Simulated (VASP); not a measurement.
# Mg12CO12F4 in VASP: single point with PBE

Aim: the single point of Mg12CO12F4 with PBE.

Everything below comes from runs of VASP 6.6.1. Logs are shortened: lines on timing, memory, paths and dates and some standing lists are left out, and cuts for length are marked.

## 1. The cell of the first run

The cell holds a slab with vacuum, 29 atoms: a = 5.606 Å, b = 5.606 Å, c = 16.722 Å, α = 90.00°, β = 90.00°, γ = 60.00°.

## 2. Single point, PBE

File INCAR:

```
SYSTEM = Mg12CO12F4
  PREC = Accurate
  ENCUT = 520
  EDIFF = 1E-7
  ISMEAR = 0
  SIGMA = 0.05
  LREAL = Auto
  LASPH = .TRUE.
  NELM = 60
  ALGO = Normal
  ISIF = 2
  LWAVE = .FALSE.
  LCHARG = .FALSE.
  GGA = PE
  NBANDS = 84
```

File KPOINTS:

```
Automatic mesh
0
G
  2 2 1
  0 0 0
```

File POSCAR:

```
Mg12CO12F4
1.0
    5.6059430000      0.0000000000      0.0000000000
    2.8029710000      4.8548890000      0.0000000000
    0.0000000000      0.0000000000     16.7215410000
Mg O C F
12 12 1 4
Direct
    0.0000000000      0.0000000000      0.0598031007
    0.0000001407      0.4999998970      0.0598031007
    0.4999999108      0.0000000000      0.0598031007
    0.5000000515      0.4999998970      0.0598031007
    0.6671029633      0.6661002960      0.2116246344
    0.6674451997      0.1673057819      0.2102449170
    0.1661424344      0.6659968951      0.2111393920
    0.1662651465      0.1669364634      0.2116340832
    0.3440763143      0.3227849288      0.3623613398
    0.3333248405      0.8329197640      0.3613858914
    0.8395215019      0.3391912771      0.3643942864
    0.8231227762      0.8437517315      0.3623516517
    0.3333333459      0.8333333677      0.1282362672
    0.3333333082      0.3333332647      0.1282362672
    0.8333332567      0.8333333677      0.1282362672
    0.8333333974      0.3333332647      0.1282362672
    0.0008362007      0.5006392525      0.2781543280
   -0.0024276268     -0.0011580079      0.2811039365
    0.4990383416      0.4973763561      0.2811039365
    0.5025221421      0.0022888268      0.2782657412
    0.6773732913      0.1769846849      0.4384425455
    0.6614950165      0.6800229624      0.4237771507
    0.1803636462      0.1610743315      0.4237666253
    0.1609333621      0.6605772037      0.4239754578
    0.6896192516      0.1890593173      0.5211321134
    0.1087247375      0.6075065774      0.5022580754
    0.5639338032      0.0640560474      0.5555130356
    0.9494897788      0.0684450252      0.5487161739
    0.5697980390      0.4488782339      0.5487322012
```

Potentials or basis: VASP PAW PBE potentials, release 64 (Mg, O, C, F).

Launch:

```
cat potpaw_PBE.64/Mg/POTCAR potpaw_PBE.64/O/POTCAR potpaw_PBE.64/C/POTCAR potpaw_PBE.64/F/POTCAR > POTCAR
mpirun -np 1 vasp_std > vasp.out
```

OUTCAR:

```text
SYSTEM = Mg12CO12F4
   PREC = Accurate
   ENCUT = 520
   EDIFF = 1E-7
   ISMEAR = 0
   LREAL = Auto
   LASPH = .TRUE.
   NELM = 60
   ISIF = 2
   GGA = PE

 ion  position               nearest neighbor table
   1  0.000  0.000  0.060-  16 1.98  15 1.98  13 1.98   3 2.80   4 2.80   2 2.80   2 2.80   3 2.80
                             4 2.80   6 2.99   7 3.01   8 3.01
   2  0.000  0.500  0.060-  14 1.98  16 1.98  15 1.98   3 2.80   4 2.80   1 2.80   1 2.80   4 2.80
                             3 2.80   7 3.00   5 3.01   8 3.01
   3  0.500  0.000  0.060-  13 1.98  14 1.98  15 1.98   2 2.80   1 2.80   4 2.80   4 2.80   1 2.80
                             2 2.80   6 2.99   8 3.01   5 3.01
   4  0.500  0.500  0.060-  14 1.98  16 1.98  13 1.98   2 2.80   1 2.80   3 2.80   3 2.80   2 2.80
                             1 2.80   6 2.99   7 3.01   5 3.01
   5  0.667  0.666  0.212-  17 1.97  20 1.98  19 2.01  16 2.13  15 2.14  13 2.14   6 2.80   7 2.80
                             8 2.80   8 2.81   7 2.81   6 2.81  10 2.98  12 3.00  11 3.01   2 3.01
   6  0.667  0.167  0.210-  20 1.96  19 1.99  18 1.99  16 2.12  15 2.12  14 2.12   5 2.80   8 2.80
                             7 2.80   7 2.80   8 2.81   5 2.81   1 2.99   9 2.99   4 2.99  12 2.99
   7  0.166  0.666  0.211-  17 1.96  18 2.00  19 2.00  14 2.13  15 2.13  13 2.14   5 2.80   8 2.80
                             6 2.80   6 2.80   8 2.81   5 2.81  10 2.99   2 3.00   4 3.01   1 3.01
   8  0.166  0.167  0.212-  17 1.97  20 1.98  18 2.01  16 2.13  14 2.14  13 2.14   6 2.80   7 2.80
                             5 2.80   5 2.81   7 2.81   6 2.81  10 2.98   9 3.00  11 3.01   2 3.01
   9  0.344  0.323  0.362-  23 1.88  24 1.94  21 2.06  20 2.10  19 2.10  17 2.18  12 2.69  26 2.77
                            10 2.78  11 2.78  11 2.82  10 2.83  12 2.92   6 2.99   8 3.00   7 3.03
  10  0.333  0.833  0.361-  23 1.91  22 1.91  24 1.97  19 2.11  18 2.11  20 2.15  12 2.78   9 2.78
                            11 2.80  11 2.80   9 2.83  12 2.83   5 2.98   8 2.98   7 2.99
  11  0.840  0.339  0.364-  23 1.93  22 1.93  21 2.00  17 2.13  18 2.16  19 2.16   9 2.78  12 2.78
                            10 2.80  10 2.80  12 2.82   9 2.82   8 3.01   5 3.01   6 3.07
  12  0.823  0.844  0.362-  22 1.88  24 1.94  21 2.06  20 2.10  18 2.10  17 2.18   9 2.69  26 2.77
                            10 2.78  11 2.78  11 2.82  10 2.83   9 2.92   6 2.99   5 3.00   7 3.03
  13  0.333  0.833  0.128-   3 1.98   1 1.98   4 1.98   7 2.14   8 2.14   5 2.14
  14  0.333  0.333  0.128-   2 1.98   3 1.98   4 1.98   6 2.12   7 2.13   8 2.14
  15  0.833  0.833  0.128-   1 1.98   3 1.98   2 1.98   6 2.12   7 2.13   5 2.14
  16  0.833  0.333  0.128-   1 1.98   2 1.98   4 1.98   6 2.12   5 2.13   8 2.13
  17  0.001  0.501  0.278-   7 1.96   8 1.97   5 1.97  11 2.13  12 2.18   9 2.18
  18  0.998  0.999  0.281-   6 1.99   7 2.00   8 2.01  12 2.10  10 2.11  11 2.16
  19  0.499  0.497  0.281-   6 1.99   7 2.00   5 2.01   9 2.10  10 2.11  11 2.16
  20  0.503  0.002  0.278-   6 1.96   5 1.98   8 1.98   9 2.10  12 2.10  10 2.15
  21  0.677  0.177  0.438-  25 1.39  11 2.00  12 2.06   9 2.06
  22  0.661  0.680  0.424-  12 1.88  10 1.91  11 1.93
  23  0.180  0.161  0.424-   9 1.88  10 1.91  11 1.93
  24  0.161  0.661  0.424-  26 1.41   9 1.94  12 1.94  10 1.97
  25  0.690  0.189  0.521-  28 1.34  29 1.34  27 1.35  21 1.39
  26  0.109  0.608  0.502-  24 1.41   9 2.77  12 2.77
  27  0.564  0.064  0.556-  25 1.35
  28  0.949  0.068  0.549-  25 1.34
  29  0.570  0.449  0.549-  25 1.34

  LATTYP: Found a hexagonal cell.
 ALAT       =     5.6059427066
 C/A-ratio  =     2.9828240985

  Lattice vectors:

 A1 = (  -2.8029710000,  -4.8548890000,   0.0000000000)
 A2 = (   5.6059430000,   0.0000000000,   0.0000000000)
 A3 = (   0.0000000000,   0.0000000000,  16.7215410000)

Analysis of symmetry for initial positions (statically):
=====================================================================
 Subroutine PRICEL returns:
 Original cell was already a primitive cell.

 Routine SETGRP: Setting up the symmetry group for a
 hexagonal supercell.

 Subroutine GETGRP returns: Found  1 space group operations
 (whereof  1 operations were pure point group operations)
 out of a pool of 24 trial point group operations.

The static configuration has the point symmetry C_1 .

Analysis of symmetry for dynamics (positions and initial velocities):
=====================================================================
 Subroutine PRICEL returns:
 Original cell was already a primitive cell.

 Routine SETGRP: Setting up the symmetry group for a
 hexagonal supercell.

 Subroutine GETGRP returns: Found  1 space group operations
 (whereof  1 operations were pure point group operations)
 out of a pool of 24 trial point group operations.

The dynamic configuration has the point symmetry C_1 .

[... 86 lines left out ...]
 Grid dimensions read from file:
 generate k-points for:    2    2    1

 Generating k-lattice:

  Cartesian coordinates                     Fractional coordinates (reciprocal lattice)
     0.089191060 -0.051494474  0.000000000     0.500000000 -0.000000000  0.000000000
     0.000000000  0.102988966  0.000000000     0.000000000  0.500000000  0.000000000
     0.000000000  0.000000000  0.059803101     0.000000000  0.000000000  1.000000000

  Length of vectors
     0.102988961  0.102988966  0.059803101

  Shift w.r.t. Gamma in fractional coordinates (k-lattice)
     0.000000000  0.000000000  0.000000000

 Subroutine IBZKPT returns following result:
 ===========================================

 Found      4 irreducible k-points:

 Following reciprocal coordinates:
            Coordinates               Weight
  0.000000  0.000000  0.000000      1.000000
  0.500000  0.000000  0.000000      1.000000
  0.500000  0.500000  0.000000      1.000000
  0.000000  0.500000  0.000000      1.000000
   k-points           NKPTS =      4   k-points in BZ     NKDIM =      4   number of bands    NBANDS=     84
   number of dos      NEDOS =    301   number of ions     NIONS =     29
   total plane-waves  NPLWV = 222264
   dimension x,y,z NGX =    42 NGY =   42 NGZ =  126
   dimension x,y,z NGXF=    84 NGYF=   84 NGZF=  252
   ions per type =              12  12   1   4
   NGX,Y,Z   is equivalent  to a cutoff of  12.46, 12.46, 12.53 a.u.
   NGXF,Y,Z  is equivalent  to a cutoff of  24.91, 24.91, 25.05 a.u.
 SYSTEM =  Mg12CO12F4
   PREC   = accura    normal or accurate (medium, high low for compatibility)
   ISTART =      0    job   : 0-new  1-cont  2-samecut
   ICHARG =      2    charge: 1-file 2-atom 10-const
   ISPIN  =      1    spin polarized calculation?
   LNONCOLLINEAR =      F non collinear calculations
   LSORBIT =      F    spin-orbit coupling
   LASPH  =      T    aspherical Exc in radial PAW
   ENCUT  =  520.0 eV  38.22 Ry    6.18 a.u.  10.42 10.42 31.09*2*pi/ulx,y,z
   NELM   =     60;   NELMIN=  2; NELMDL= -5     # of ELM steps
   EDIFF  = 0.1E-06   stopping-criterion for ELM
   LREAL  =      T    real-space projection
   EDIFFG = 0.1E-05   stopping-criterion for IOM
   NSW    =      0    number of steps for IOM
   IBRION =     -1    ionic relax: 0-MD 1-quasi-New 2-CG
   NFREE  =      0    steps in history (QN), initial steepest desc. (CG)
   ISIF   =      2    stress and relaxation
   ISYM   =      2    0-nonsym 1-usesym 2-fastsym
   POTIM  = 0.5000    time-step for ionic-motion
   TEBEG  =    0.0;   TEEND  =   0.0 temperature during run
   PSTRESS=    0.0 pullay stress
   NELECT =     128.0000    total number of electrons
   NUPDOWN=      -1.0000    fix difference up-down
   EMIN   =  10.00;   EMAX   =-10.00  energy-range for DOS
   EFERMI =   0.00;   METHOD = LEGACY
   ISMEAR =     0;   SIGMA  =   0.05  broadening in eV -4-tet -1-fermi 0-gaus
   EFERMI_NEDOS =   21; number of points for ismear=-14 and -15
   IALGO  =     38    algorithm
   IMIX   =      4    mixing-type and parameters
     AMIX     =   0.40;   BMIX     =  1.00
     AMIX_MAG =   1.60;   BMIX_MAG =  1.00
  volume/ion in A,a.u.               =      15.69       105.90
  Fermi-wavevector in a.u.,A,eV,Ry     =   1.072614  2.026946 15.653509  1.150500
  Thomas-Fermi vector in A             =   2.208389
   LORBIT       =      0    0 simple, 1 ext, 2 COOP (PROOUT), +10 PAW based schemes
   GGA     = PE    functional components
   LHFCALC =     F    Hartree Fock is set to
   AEXX    =    0.0000 exact exchange contribution
   IVDW    =     0    specifies the selected vdW correction
   LEPSILON=     F    determine dielectric tensor
   LRPA    =     F    only Hartree local field effects (RPA)
 non-spin polarized calculation
 Gauss-broadening in eV      SIGMA  =   0.05
  energy-cutoff  :      520.00
  volume of cell :      455.10
 maximum number of plane-waves:     12303
 NGX is ok and might be reduce to    42
   NGX = 21   NGY = 21   NGZ = 63

 number of electron     127.9999998 magnetization

 Free energy of the ion-electron system (eV)
  ---------------------------------------------------
  ext. energy  EPLUGINS =         0.00000000
  ---------------------------------------------------
  free energy    TOTEN  =      -146.06562145 eV

  energy without entropy =     -146.04469558  energy(sigma->0) =     -146.05515851

 E-fermi :  -0.5315     XC(G=0):  -7.3612

 val. band max:       -0.5778438665   @ k =   0.5000   0.5000   0.0000
 cond. band min:      -0.5227538707   @ k =   0.0000   0.0000   0.0000
 fundamental gap:      0.0550899959
 Fermi energy:        -0.5315485615

 k-point     1 :       0.0000    0.0000    0.0000
  band No.  band energies     occupation
      1     -26.1586      2.00000
      2     -25.0980      2.00000
      3     -23.6050      2.00000
      4     -23.5090      2.00000
      5     -20.1656      2.00000
      6     -19.4825      2.00000
[... 305 lines left out ...]
     75       7.3388      0.00000
     76       7.4022      0.00000
 [bands above 76 left out]

------------------------ aborting loop because EDIFF is reached ----------------------------------------

  FORCE on cell =-STRESS in cart. coord.  units (eV):
  Direction    XX          YY          ZZ          XY          YZ          ZX
  --------------------------------------------------------------------------------------
  -------------------------------------------------------------------------------------
  Total       52.4187171     50.4394725      2.2356808      1.7231529     -0.0583519     -0.1579611
  in kB      184.5409233    177.5729617      7.8707497      6.0663872     -0.2054288     -0.5561046
  external PRESSURE =     123.3282116 kB  Pullay stress =       0.0000000 kB

 VOLUME and BASIS-vectors are now :
 -----------------------------------------------------------------------------
  energy-cutoff  :      520.00
  volume of cell :      455.10
      direct lattice vectors                 reciprocal lattice vectors
     5.605943000  0.000000000  0.000000000     0.178382121 -0.102988948  0.000000000
     2.802971000  4.854889000  0.000000000     0.000000000  0.205977933  0.000000000
     0.000000000  0.000000000 16.721541000     0.000000000  0.000000000  0.059803101

 POSITION                                       TOTAL-FORCE (eV/Angst)
 -----------------------------------------------------------------------------------
      0.00000      0.00000      1.00000         0.015957     -0.010345     -0.627565
      1.40149      2.42744      1.00000        -0.001236     -0.000968     -0.580393
      2.80297      0.00000      1.00000        -0.014645     -0.008418     -0.587627
      4.20446      2.42744      1.00000        -0.001036      0.018803     -0.627712
      5.60680      3.23384      3.53869         0.003750      0.003758     -0.032035
      4.21061      0.81225      3.51562        -0.000475     -0.000699     -0.039927
[... 21 lines left out ...]
      5.51463      0.33229      9.17538         0.328288     -0.172575      0.136548
      4.45245      2.17925      9.17565         0.011458      0.370555      0.137205
 -----------------------------------------------------------------------------------
    total drift:                                0.001160      0.000678      0.006353

  FREE ENERGIE OF THE ION-ELECTRON SYSTEM (eV)
  ---------------------------------------------------
  free  energy   TOTEN  =      -146.0656214469 eV

  energy  without entropy=     -146.0446955758  energy(sigma->0) =     -146.05515851
```

Wall time 6.9 min (1 thread of Intel Xeon Platinum 8375C at 2.90GHz (Ice Lake), shared host); peak memory 0.55 GiB.

What came out:

```
Free energy            : -146.0656 eV
Largest force          : 0.810 eV/Å
Band gap on the k mesh : zero (bands 64 and 65 overlap by 0.22 eV)
```

Forces on the atoms (eV/Å):
```
Mg   0.016 -0.010 -0.628
Mg  -0.001 -0.001 -0.580
Mg  -0.015 -0.008 -0.588
Mg  -0.001  0.019 -0.628
Mg   0.004  0.004 -0.032
Mg   0.000 -0.001 -0.040
Mg  -0.006 -0.004 -0.039
Mg   0.006  0.002 -0.033
Mg   0.010  0.009 -0.038
Mg  -0.013 -0.006 -0.032
Mg  -0.002 -0.001 -0.043
Mg   0.014  0.004 -0.037
O   -0.030 -0.018  0.809
O    0.039  0.013  0.541
O    0.032  0.025  0.541
O   -0.041 -0.025  0.718
O   -0.004 -0.002  0.032
O    0.004  0.001  0.037
O    0.003  0.003  0.036
O   -0.001  0.001  0.034
O   -0.016 -0.009 -0.168
O   -0.001 -0.009  0.007
O   -0.008  0.005  0.007
O    0.113  0.066 -0.358
C   -0.032 -0.018 -0.297
F   -0.109 -0.064  0.338
F   -0.301 -0.174  0.165
F    0.328 -0.173  0.137
F    0.011  0.371  0.137
```

Levels at points of the mesh, in eV from the Fermi level:
| k point | band 60 | band 61 | band 62 | band 63 | band 64 | band 65 | band 66 | band 67 | band 68 | band 69 |
| --- | --- | --- | --- | --- | --- | --- | --- | --- | --- | --- |
| (0.00, 0.00, 0.00) | -0.42 | -0.29 | -0.16 | 0.01 | 0.17 | 2.68 | 2.68 | 2.68 | 3.49 | 4.24 |
| (0.50, 0.00, 0.00) | -0.37 | -0.30 | -0.23 | -0.11 | -0.06 | -0.05 | 2.20 | 2.20 | 3.59 | 6.02 |
| (0.50, 0.50, 0.00) | -0.51 | -0.28 | -0.08 | -0.08 | -0.05 | 0.09 | 2.19 | 2.20 | 3.55 | 6.01 |
| (0.00, 0.50, 0.00) | -0.37 | -0.30 | -0.23 | -0.11 | -0.06 | -0.05 | 2.20 | 2.20 | 3.59 | 6.02 |

Caveat: the k points lie up to 0.65 Å⁻¹ apart.
